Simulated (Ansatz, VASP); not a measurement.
# MoS2 in VASP and in Ansatz

```xyz
6
Lattice="3.1043 0.0000 0.0000 -1.5522 2.6884 0.0000 0.0000 0.0000 12.0724" Properties=species:S:1:pos:R:3 pbc="T T T"
Mo    1.5522    0.8961    9.0543
Mo    0.0000    1.7923    3.0181
S     1.5522    0.8961    4.5513
S     0.0000    1.7923   10.5875
S     1.5522    0.8961    1.4849
S     0.0000    1.7923    7.5211
```

Alike in both runs: task single point; functional RPBE; dispersion D3(BJ); k mesh 10 × 10 × 3; occupations fermi-dirac, width 0.05 eV; no spin polarisation.

```csv
,VASP,Ansatz
version,VASP 6.6.1,Ansatz 0.2.0
potentials or method,"VASP PAW PBE potentials, release 64 (Mo_sv, S)",Ansatz PAW
plane-wave cutoff (eV),520,420
valence electrons in the cell,52,52
```

VASP gave:

* gap on the k mesh at the Fermi level (eV): 0.93
* least direct gap on the mesh (eV): 2.03
* pressure (GPa): -6.3
* traceless stress, the component that is largest in VASP (GPa): 6.55
* rms of the force components (eV/Å): 0.259

**Question.** Estimate Ansatz's values.

**Answer.** gap on the k mesh at the Fermi level (eV): 0.91; least direct gap on the mesh (eV): 2.03; pressure (GPa): -6.0; traceless stress, the component that is largest in VASP (GPa): 6.63; rms of the force components (eV/Å): 0.273.

VASP's potentials were made for PBE, not for RPBE. Atom by atom the forces differ by 0.015 eV/Å (rms over components).

Noted on Ansatz's run: odd divisions of the mesh miss points on the zone boundary, where band edges often lie, so the gap on the mesh can be too wide.
